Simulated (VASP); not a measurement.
## SnTe: single point with PBEsol

The system is SnTe.

```
Sn Te
1.0
    -0.01232    3.58497    3.57433
     3.63260   -0.02650    3.58851
     3.63333    3.59988   -0.02723
Sn Te
1 1
Direct
  0.99578 0.00098 0.00521
  0.75615 0.74740 0.75075
```

* Program: VASP 6.6.1
* Task: single point
* Functional: PBEsol
* Potentials or basis: VASP PAW PBE potentials, release 64 (Sn_d, Te)
* Cutoff: 520 eV
* k mesh: 3 × 3 × 3
* Occupations: gaussian, width 0.01 eV
* Spin: no spin polarisation
* Dipole correction: no
* Further INCAR settings: ALGO = Normal; EDIFF = 1e-07; NBANDS = 17

```yaml
Pressure: -2.2 GPa
Largest_force: 0.082 eV/Å
Band_gap_on_the_k_mesh: 0.70 eV, indirect (least direct gap 0.95 eV)
```

Forces in eV/Å, atoms in the order of the input:
```
Sn  -0.031  0.050  0.056
Te   0.031 -0.050 -0.056
```

Stress tensor (GPa, compression positive):
```
-2.28  0.11  0.10
 0.11 -2.22 -0.06
 0.10 -0.06 -2.20
```

Levels at points of the mesh, in eV from the valence-band top:
| k point | band 7 | band 8 | band 9 | band 10 | band 11 | band 12 | band 13 | band 14 |
| --- | --- | --- | --- | --- | --- | --- | --- | --- |
| (0.00, 0.00, 0.00) | -4.70 | -1.49 | -1.45 | -1.32 | 1.46 | 1.52 | 1.60 | 4.49 |

Run time: 32 s on 1 thread of Intel(R) Xeon(R) Platinum 8259CL CPU @ 2.50GHz (Skylake/Cascade Lake) (shared host), peak memory 0.23 GiB.

Caveat: the k points lie up to 0.50 Å⁻¹ apart; the PAW data sets were made with another functional, which shifts forces and pressure a little; spin-orbit coupling is left out, which moves the levels of the heavy elements. A k mesh can miss the band edges.
